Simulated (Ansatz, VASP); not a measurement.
# One calculation of WC, two programs

```
W C
1.0
     0.00000    2.19268    2.19268
     2.19268    0.00000    2.19268
     2.19268    2.19268    0.00000
W C
1 1
Direct
  0.98575 0.98575 0.01425
  0.50000 0.50000 0.50000
```

Change from the starting cell: all W atoms moved +0.062 Å, as atom 1 towards its neighbour atom 2 (C) at 2.193 Å.

Alike in both runs: task single point; functional r2SCAN; k mesh 18 × 18 × 18; occupations gaussian, width 0.15 eV; no spin polarisation.

|  | VASP | Ansatz |
| --- | --- | --- |
| version | VASP 6.6.1 | Ansatz 0.2.0 |
| potentials or method | VASP PAW PBE potentials, release 64 (W_sv, C), cutoff 520 eV | scalar-relativistic, plane waves, PAW |
| valence electrons in the cell | 18 | 18 |

```csv
,VASP,Ansatz,Ansatz less VASP
gap on the k mesh at the Fermi level (eV),none,none,-
pressure (GPa),-3.0,-4.6,-1.61
"traceless stress, the component that is largest in VASP (GPa)",1.43,1.38,-0.045
rms of the force components (eV/Å),0.204,0.201,-0.0025
```

VASP's potentials were made for PBE, not for r2SCAN. Atom by atom the forces differ by 0.003 eV/Å (rms over components). A gap of «none» marks a metal or a gap that the smearing closes. With one functional, cell and mesh, what is left measures potentials, basis and numerics.

Neither program's run includes spin-orbit coupling.
